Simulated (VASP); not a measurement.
Fe:

```
Fe
1.0
    -1.36502    1.36502    1.36502
     1.36502   -1.36502    1.36502
     1.36502    1.36502   -1.36502
Fe
1
Cartesian
  0.0000 0.0000 0.0000
```

Base run:

- Program: VASP 6.6.1
- Functional: r2SCAN
- Potentials or basis: VASP PAW PBE potentials, release 64 (Fe)
- Cutoff: 520 eV
- k mesh: 16 × 16 × 16
- Occupations: fermi-dirac, width 0.1 eV
- Spin: no spin polarisation

Its results: band gap on the k mesh zero (band 4 reaches 7.99 eV, above the bottom of band 5 at 5.86 eV); pressure 0.7 GPa.

After a change of settings the same cell gave: band gap on the k mesh zero (band 4 reaches 7.99 eV, above the bottom of band 5 at 5.87 eV); pressure 1.1 GPa. Which change was it?
A. occupations from fermi-dirac, width 0.1 eV to gaussian, width 0.3 eV
B. cutoff from 520 eV to 660 eV; k mesh from 16 × 16 × 16 to 3 × 3 × 3; further incar settings from ALGO = Normal; EDIFF = 1e-07; NBANDS = 10 to ALGO = Normal; EDIFF = 1e-06; NBANDS = 10
C. occupations from fermi-dirac, width 0.1 eV to gaussian, width 0.03 eV
D. occupations from fermi-dirac, width 0.1 eV to gaussian, width 0.1 eV; further incar settings from ALGO = Normal; EDIFF = 1e-07; NBANDS = 10 to ALGO = Normal; EDIFF = 1e-06; NBANDS = 10

A.

Caveats: the PAW data sets were made with another functional, which shifts forces and pressure a little; the run has no spin polarisation, though such a crystal can be magnetic.
